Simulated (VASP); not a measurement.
WC, 16 atoms in the cell. The typed cell holds 16 atoms: a = 6.004 Å, b = 5.200 Å, c = 5.890 Å, α = 90.00°, β = 90.00°, γ = 90.00°. 

| Property | Result |
| --- | --- |
| Program | VASP 6.6.1 |
| Task | molecular dynamics |
| Functional | PBE |
| Potentials or basis | VASP PAW PBE potentials, release 64 (W_sv, C) |
| Cutoff | 520 eV |
| k mesh | 2 × 2 × 2 |
| Occupations | fermi-dirac, width 0.36 eV |
| Spin | no spin polarisation |
| Dipole correction | no |
| Further INCAR settings | LREAL = Auto; ALGO = Normal; EDIFF = 1e-05; ISYM = 0; IBRION = 0; POTIM = 0.75; NSW = 40 |

Potentials or basis: VASP PAW PBE potentials, release 64 (W_sv, C).

Run with:

```bash
$ cat potpaw_PBE.64/W_sv/POTCAR potpaw_PBE.64/C/POTCAR > POTCAR
$ mpirun -np 1 vasp_std > vasp.out
```

Hardware: 1 thread of Oxide Virtual Turin-like Processor, with other jobs on the host.

Problem. Estimate the wall time of this run.

Solution. Run time: 81 min on 1 thread of Oxide Virtual Turin-like Processor, with other jobs on the host, peak memory 0.43 GiB. Counts: scf iterations 174, k points 8, ion steps 40.
